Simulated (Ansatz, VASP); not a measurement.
Al: VASP beside Ansatz

```
CELL_PARAMETERS angstrom
2.93150 0.00000 0.00000
-1.46575 2.53875 0.00000
0.00000 0.00000 8.53020
ATOMIC_POSITIONS crystal
Al 0.00000 0.00000 0.00000
Al 0.33333 0.66667 0.25000
Al 0.00000 0.00000 0.50000
Al 0.66667 0.33333 0.75000
```

Alike in both runs: task single point; functional PBEsol; dispersion D3(BJ); k mesh 18 × 18 × 6; occupations gaussian, width 0.15 eV; no spin polarisation.

|  | VASP | Ansatz |
| --- | --- | --- |
| version | VASP 6.6.1 | Ansatz 0.2.0 |
| potentials or method | VASP PAW PBE potentials, release 64 (Al), cutoff 520 eV | scalar-relativistic, plane waves, PAW |
| valence electrons in the cell | 12 | 12 |

```csv
,VASP,Ansatz,Ansatz less VASP
gap on the k mesh at the Fermi level (eV),none,none,-
pressure (GPa),0.2,0.1,-0.10
"traceless stress, the component that is largest in VASP (GPa)",6.80,6.76,-0.046
```

VASP's potentials were made for PBE, not for PBEsol, and Ansatz warns of the same on its side. A gap of «none» marks a metal or a gap that the smearing closes.
